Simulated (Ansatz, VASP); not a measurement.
# In in VASP and in Ansatz

The input INCAR:

```
SYSTEM = In
PREC     = Accurate       ! precision mode
ENCUT    = 520            ! plane-wave cutoff, eV
EDIFF    = 1E-7           ! SCF threshold, eV
ISMEAR   = -1             ! smearing method
SIGMA    = 0.1            ! smearing width, eV
LREAL    = .False.        ! projectors in reciprocal space
LASPH    = .True.         ! aspherical terms in the spheres
NELM     = 100            ! most SCF steps
ALGO     = Normal         ! electronic algorithm
ISIF     = 2              ! what is computed and relaxed
LWAVE    = .False.        ! write WAVECAR
LCHARG   = .False.        ! write CHGCAR
GGA      = CA             ! functional
NBANDS   = 12             ! bands
```

KPOINTS

```
Automatic mesh
0
Gamma
  12 12 14
  0 0 0
```

File POSCAR:

```
In
1.0
   -1.6019898026      1.6281983263      2.4755659685
    1.6281983263     -1.6019898026      2.4755659685
    1.5260503434      1.5260503434     -2.4583443292
In
1
Direct
    0.0000000000      0.0000000000      0.0000000000
```

Input for Ansatz:

```yaml
crystal:
  lattice:
    - [-1.6019898026, 1.6281983263, 2.4755659685]
    - [1.6281983263, -1.6019898026, 2.4755659685]
    - [1.5260503434, 1.5260503434, -2.4583443292]
  atoms:
    - { symbol: In, position: [0.0, 0.0, 0.0] }
hamiltonian:
  xc: lda
  pseudopotentials:
    kind: paw
    azcp:
      In: "pseudopotentials/In.paw.azcp"
basis:
  ecutwfc: 800
  fft_grid_basis: typed
kpoints:
  mp_grid: { grid: [12, 12, 14], shift: [0, 0, 0] }
magnetization:
  spin_polarized: false
scf:
  occupations: { method: fermi_dirac, width: 0.1 }
  lower_state_search: "off"
output:
  stress: true
```

Alike in both runs: task single point; functional LDA; k mesh 12 × 12 × 14; occupations fermi-dirac, width 0.1 eV; no spin polarisation.

```csv
,VASP,Ansatz
version,VASP 6.6.1,Ansatz 0.2.0
potentials or method,"VASP PAW LDA potentials, release 64 (In_d), cutoff 520 eV","plane waves (800 eV) with PAW, scalar-relativistic"
valence electrons in the cell,13,13
```

```csv
,VASP,Ansatz,Ansatz less VASP
pressure (GPa),0.0,0.0,-0.03
```

Ansatz warns that its potentials were made for another functional, while VASP's fit it. LDA's correlation is that of Perdew and Zunger in VASP and of Perdew and Wang (1992) in Ansatz.
